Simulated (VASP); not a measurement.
Write the native input for VASP 6.6.1 that does the following.

```yaml
Task: single point
Functional: PBE
Potentials_or_basis: VASP PAW PBE potentials, release 64 (K_sv, Br)
Cutoff: 520 eV
k_mesh: 6 × 6 × 6
Occupations: gaussian, width 0.01 eV
Spin: no spin polarisation
Dipole_correction: no
Further_INCAR_settings: ALGO = Normal; EDIFF = 1e-06; NBANDS = 15
```

The structure of KBr lies in POSCAR:

```
KBr
1.0
    0.0000000000      3.3022478147      3.3022478147
    3.3022478147      0.0000000000      3.3022478147
    3.3022478147      3.3022478147      0.0000000000
K Br
1 1
Direct
    0.0000000000      0.0000000000      0.0000000000
    0.5000000000      0.5000000000      0.5000000000
```

The input as run:

INCAR

```
  PREC = Accurate
  ENCUT = 520
  EDIFF = 1E-6
  ISMEAR = 0
  SIGMA = 0.01
  LREAL = False
  LASPH = True
  NELM = 80
  ALGO = Normal
  ISIF = 2
  LWAVE = False
  LCHARG = False
  GGA = PE
  NBANDS = 15
```

KPOINTS

```
Automatic mesh
0
Gamma
  6 6 6
```

Potentials or basis: VASP PAW PBE potentials, release 64 (K_sv, Br).

Launch:

```sh
$ cat potpaw_PBE.64/K_sv/POTCAR potpaw_PBE.64/Br/POTCAR > POTCAR
$ mpirun -np 1 vasp_std > vasp.out
```

It gave:

```
Pressure               : 0.7 GPa
Band gap on the k mesh : 4.43 eV
```

Run time: 17 s on 1 thread of Intel Xeon 8259CL, on a shared host, peak memory 0.21 GiB.
